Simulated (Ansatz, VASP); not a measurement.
# One calculation of TiCo, two programs

File POSCAR:

```
TiCo
1.0
    2.9887219807      0.0000000000      0.0000000000
    0.0000000000      2.9887219807      0.0000000000
    0.0000000000      0.0000000000      2.9887219807
Ti Co
1 1
Direct
    0.0000000000      0.0000000000      0.0000000000
    0.5000000000      0.5000000000      0.5000000000
```

The input INCAR.step1:

```
SYSTEM = TiCo
ALGO     = Normal         ! electronic algorithm
EDIFF    = 1E-4           ! SCF threshold, eV
ENCUT    = 520            ! plane-wave cutoff, eV
GGA      = PE             ! functional
ISMEAR   = 0              ! smearing method
ISPIN    = 2              ! spin polarisation
LASPH    = .TRUE.         ! aspherical terms in the spheres
LCHARG   = .FALSE.        ! write CHGCAR
LMAXMIX  = 4              ! l up to which the mixer works
LREAL    = .FALSE.        ! projectors in reciprocal space
LWAVE    = .TRUE.         ! write WAVECAR
MAGMOM   = -0.29 1.55     ! initial moments
NBANDS   = 22             ! bands
NELM     = 150            ! most SCF steps
PREC     = Accurate       ! precision mode
SIGMA    = 0.05           ! smearing width, eV
```

INCAR.step2

```
SYSTEM = TiCo
ALGO     = Normal         ! electronic algorithm
EDIFF    = 1E-7           ! SCF threshold, eV
ENCUT    = 520            ! plane-wave cutoff, eV
ISIF     = 2              ! what is computed and relaxed
ISMEAR   = 0              ! smearing method
ISPIN    = 2              ! spin polarisation
ISTART   = 1            
LASPH    = .TRUE.         ! aspherical terms in the spheres
LCHARG   = .FALSE.        ! write CHGCAR
LMAXMIX  = 4              ! l up to which the mixer works
LMIXTAU  = .TRUE.       
LORBIT   = 11             ! projections on sites
LREAL    = .FALSE.        ! projectors in reciprocal space
LWAVE    = .FALSE.        ! write WAVECAR
MAGMOM   = -0.29 1.55     ! initial moments
METAGGA  = R2SCAN         ! meta-GGA
NBANDS   = 22             ! bands
NELM     = 150            ! most SCF steps
PREC     = Accurate       ! precision mode
SIGMA    = 0.05           ! smearing width, eV
```

File KPOINTS:

```
k-points
0
G
  12 12 12
  0 0 0
```

Input for Ansatz:

```yaml
crystal:
  lattice:
    - [2.9887219807, 0.0, 0.0]
    - [0.0, 2.9887219807, 0.0]
    - [0.0, 0.0, 2.9887219807]
  atoms:
    - { symbol: Ti, position: [0.0, 0.0, 0.0], spin: -0.29 }
    - { symbol: Co, position: [0.5, 0.5, 0.5], spin: 1.55 }
basis:
  ecutwfc: 500
  ecutrho_ratio: 4
kpoints:
  mp_grid: { grid: [12, 12, 12] }
hamiltonian:
  xc: r2scan
scf:
  occupations: { method: gaussian, width: 0.05 }
output:
  forces: true
  stress: true
  eigenvalues: true
  populations: true
magnetization:
  spin_polarized: true
```

Alike in both runs: task single point; functional r2SCAN; k mesh 12 × 12 × 12; occupations gaussian, width 0.05 eV; collinear spin.

|  | VASP | Ansatz |
| --- | --- | --- |
| version | VASP 6.6.1 | Ansatz 0.2.0 |
| potentials or method | VASP PAW PBE potentials, release 64 (Ti_sv, Co), cutoff 520 eV | scalar-relativistic, plane waves, PAW |
| valence electrons in the cell | 21 | 29 |

VASP gave:

| Item | Value |
| --- | --- |
| gap on the k mesh at the Fermi level (eV) | none |
| pressure (GPa) | 0.3 |
| net moment per atom (μB) | 0.45 |
| size of the moment on the site where the two differ most (μB) | 1.38 |

Problem. Estimate Ansatz's values.

Solution. gap on the k mesh at the Fermi level (eV): none; pressure (GPa): 0.0; net moment per atom (μB): 0.45; size of the moment on the site where the two differ most (μB): 1.41.

VASP's potentials were made for PBE, not for r2SCAN. Site moments also hang on the region over which each program counts them. A gap of «none» marks a metal or a gap that the smearing closes. VASP's potentials hold 21 valence electrons a cell and Ansatz's 29, so a difference there can come from the potentials and not from the codes. Ansatz's warnings: stability check not made.
